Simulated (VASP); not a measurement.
Cr: single point with PBE

Cr:

```
Cr
1.0
     1.13155   -2.43368    0.00000
     1.13155    2.43368    0.00000
     0.00000    0.00000    4.00938
Cr
2
Direct
  0.87053 0.12947 0.75000
  0.12947 0.87053 0.25000
```

* Program: VASP 6.6.1
* Task: single point
* Functional: PBE
* Potentials or basis: VASP PAW PBE potentials, release 64 (Cr_pv)
* Cutoff: 520 eV
* k mesh: 13 × 13 × 7
* Occupations: fermi-dirac, width 0.05 eV
* Spin: collinear spin, ferromagnetic start
* Starting moments: [3.0, 3.0] μB
* Dipole correction: no
* Further INCAR settings: ALGO = Fast; EDIFF = 1e-06; NBANDS = 23

```yaml
Pressure: 19.0 GPa
Largest_force: 0.206 eV/Å
Band_gap_on_the_k_mesh: zero (filled and empty bands overlap)
Net_moment: 0.00 μB per cell
Valence_electrons_inside_the_program's_atomic_spheres: Cr 11.21
```

Forces on the atoms (eV/Å):
```
Cr   0.000  0.206  0.000
Cr   0.000 -0.206  0.000
```

Stress tensor (GPa, compression positive):
```
19.61  0.00  0.00
 0.00 15.04  0.00
 0.00  0.00 22.34
```

Levels at points of the mesh, in eV from the Fermi level:
Spin up:
```csv
k point,band 10,band 11,band 12,band 13,band 14,band 15
"(0.00, 0.00, 0.00)",-2.04,-0.93,0.18,1.07,1.11,1.12
```
Spin down:
| k point | band 10 | band 11 | band 12 | band 13 | band 14 | band 15 |
| --- | --- | --- | --- | --- | --- | --- |
| (0.00, 0.00, 0.00) | -2.05 | -0.93 | 0.18 | 1.07 | 1.11 | 1.12 |

It took 97 s on 1 thread of AMD EPYC 9R45 96-Core Processor (Zen 5) (shared host), peak memory 0.21 GiB.

Caveat: the stress differs along the axes, from 15 to 22 GPa; an empty level that is flat over the whole mesh can mark a ghost state of the potentials, or a narrow d or f band; the moments typed at the start vanished in this run.
